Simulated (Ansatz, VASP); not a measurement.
# HfN: VASP beside Ansatz

```xyz
2
Lattice="0.0000 2.4342 2.4341 2.4341 0.0001 2.4341 2.4341 2.4341 0.0001" Properties=species:S:1:pos:R:3 pbc="T T T"
Hf    0.0000    0.0000    0.0000
N     3.6512    3.6513    3.6512
```

Change from the starting cell: atom 2 moved 0.30 Å; relaxed back.

Alike in both runs: functional PBEsol; k mesh 12 × 12 × 12; occupations gaussian, width 0.15 eV; no spin polarisation.

Ansatz relaxed the structure, and its values are those at the end. VASP's run is a single point on that final structure, the one shown.

|  | VASP | Ansatz |
| --- | --- | --- |
| version | VASP 6.6.1 | Ansatz 0.2.0 |
| potentials or method | VASP PAW PBE potentials, release 64 (Hf_pv, N), cutoff 520 eV | scalar-relativistic, plane waves, PAW |
| valence electrons in the cell | 15 | 31 |

Ansatz gave:

| Quantity | Value |
| --- | --- |
| gap on the k mesh at the Fermi level (eV) | none |
| pressure (GPa) | 0.0 |

Task: Estimate VASP's values.

Result: gap on the k mesh at the Fermi level (eV): none; pressure (GPa): -0.9.

VASP's potentials were made for PBE, not for PBEsol. A gap of «none» marks a metal or a gap that the smearing closes. VASP's potentials hold 15 valence electrons a cell and Ansatz's 31, so a difference there can come from the potentials and not from the codes.

Neither program's run includes spin-orbit coupling.
